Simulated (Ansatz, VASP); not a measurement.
**Ba: VASP beside Ansatz**

INCAR

```
PREC     = Accurate       # precision mode
ENCUT    = 520            # plane-wave cutoff, eV
EDIFF    = 1E-6           # SCF threshold, eV
ISMEAR   = -1             # smearing method
SIGMA    = 0.1            # smearing width, eV
LREAL    = False          # projectors in reciprocal space
LASPH    = True           # aspherical terms in the spheres
NELM     = 80             # most SCF steps
ALGO     = Normal         # electronic algorithm
ISIF     = 2              # what is computed and relaxed
LWAVE    = False          # write WAVECAR
LCHARG   = False          # write CHGCAR
GGA      = PS             # functional
NBANDS   = 17             # bands
```

Contents of KPOINTS:

```
Automatic mesh
0
Gamma
  8 8 8
```

File POSCAR:

```
Ba
1.0
    0.0000000000      3.7546766555      3.7546766555
    3.7546766555      0.0000000000      3.7546766555
    3.7546766555      3.7546766555      0.0000000000
Ba
2
Direct
    0.1250000000      0.1250000000      0.1250000000
    0.8750000000      0.8750000000      0.8750000000
```

Input for Ansatz:

```yaml
crystal:
  lattice:
    - [0.0, 3.7546766555, 3.7546766555]
    - [3.7546766555, 0.0, 3.7546766555]
    - [3.7546766555, 3.7546766555, 0.0]
  atoms:
    - { symbol: Ba, position: [0.125, 0.125, 0.125] }
    - { symbol: Ba, position: [0.875, 0.875, 0.875] }
hamiltonian:
  xc: pbesol
  pseudopotentials:
    kind: paw
    azcp:
      Ba: "pseudopotentials/Ba.paw.azcp"
basis:
  ecutwfc: 420
  fft_grid_basis: typed
kpoints:
  mp_grid: { grid: [8, 8, 8], shift: [0, 0, 0] }
magnetization:
  spin_polarized: false
scf:
  occupations: { method: fermi_dirac, width: 0.1 }
  lower_state_search: "off"
output:
  stress: true
  write_density: true
  write_potential: true
  elf: true
  volumetric_format: npy
```

Alike in both runs: task single point; functional PBEsol; k mesh 8 × 8 × 8; occupations fermi-dirac, width 0.1 eV; no spin polarisation.

|  | VASP | Ansatz |
| --- | --- | --- |
| version | VASP 6.6.1 | Ansatz 0.2.0 |
| potentials or method | VASP PAW PBE potentials, release 64 (Ba_sv), cutoff 520 eV | plane waves (420 eV) with PAW, scalar-relativistic |
| valence electrons in the cell | 20 | 20 |

|  | VASP | Ansatz | Ansatz less VASP |
| --- | --- | --- | --- |
| pressure (GPa) | 0.1 | -0.5 | -0.59 |

VASP's potentials were made for PBE, not for PBEsol, and Ansatz warns of the same on its side. With one functional, cell and mesh, what is left measures potentials, basis and numerics.

Spin-orbit coupling is off throughout.
